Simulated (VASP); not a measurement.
Set up this calculation in VASP 6.6.1, as the native input.

* Task: single point
* Functional: LDA
* Potentials or basis: VASP PAW LDA potentials, release 64 (V_sv)
* Cutoff: 520 eV
* k mesh: 13 × 13 × 13
* Occupations: fermi-dirac, width 0.05 eV
* Spin: no spin polarisation
* Dipole correction: no
* Further INCAR settings: ALGO = Normal; EDIFF = 1e-06; NBANDS = 20

The structure of V lies in POSCAR:

```
V
1.0
    0.0000000000      1.9519859340      1.9519859340
    1.9519859340      0.0000000000      1.9519859340
    1.9519859340      1.9519859340      0.0000000000
V
2
Direct
   -0.1250000000     -0.1250000000     -0.1250000000
    0.1250000000      0.1250000000      0.1250000000
```

This isn't the form of V at room conditions, which is bcc.

These files were run (other wordings do the same):

INCAR

```
  ALGO = Normal
  EDIFF = 1E-6
  ENCUT = 520
  ISIF = 2
  ISMEAR = -1
  LASPH = True
  LCHARG = False
  LREAL = False
  LWAVE = False
  NBANDS = 20
  NELM = 80
  PREC = Accurate
  SIGMA = 0.05
```

KPOINTS

```
k-points
0
Gamma
  13 13 13
```

Potentials or basis: VASP PAW LDA potentials, release 64 (V_sv).

Run with:

```console
$ cat potpaw_LDA.64/V_sv/POTCAR > POTCAR
$ mpirun -np 1 vasp_std > vasp.out
```

It gave:

* Pressure: 467.1 GPa
* Band gap on the k mesh: zero (bands 13 and 14 overlap by 2.78 eV)

Caveat: atoms lie so close that the PAW spheres overlap strongly, which falsifies energies and pressures; the cell stands under pressure.

Wall time 16 s on 1 thread of Intel(R) Xeon(R) Platinum 8375C CPU @ 2.90GHz (Ice Lake), with other jobs on the host, peak memory 0.14 GiB.
